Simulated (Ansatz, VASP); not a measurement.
# Nb3Sn in VASP and in Ansatz

```
Nb Sn
1.0
     3.16244   -3.19471    0.00000
     3.16244    3.19471    0.00000
     0.00000    0.00000    3.72075
Nb Sn
3 1
Cartesian
  1.5812 -1.5974 0.0000
  0.0000 0.0000 1.8604
  1.5812 1.5974 0.0000
  3.1624 0.0000 1.8604
```

Change from the starting cell: the structure that the rattled Cu3Au (L1_2) type (Pm-3m, No. 221) fell into.

Alike in both runs: task single point; functional PBE; k mesh 4 × 4 × 6; occupations gaussian, width 0.1 eV; no spin polarisation.

|  | VASP | Ansatz |
| --- | --- | --- |
| version | VASP 6.6.1 | Ansatz 0.2.0 |
| potentials or method | VASP PAW PBE potentials, release 64 (Nb_sv, Sn_d), cutoff 520 eV | scalar-relativistic, plane waves, PAW |
| valence electrons in the cell | 53 | 53 |

```csv
,VASP,Ansatz,Ansatz less VASP
gap on the k mesh at the Fermi level (eV),none,none,-
pressure (GPa),-0.2,0.0,+0.23
"traceless stress, the component that is largest in VASP (GPa)",-1.05,-1.06,-0.010
```

A gap of «none» marks a metal or a gap that the smearing closes. The functional is the same, so the differences come from potentials, cutoffs and numerics.
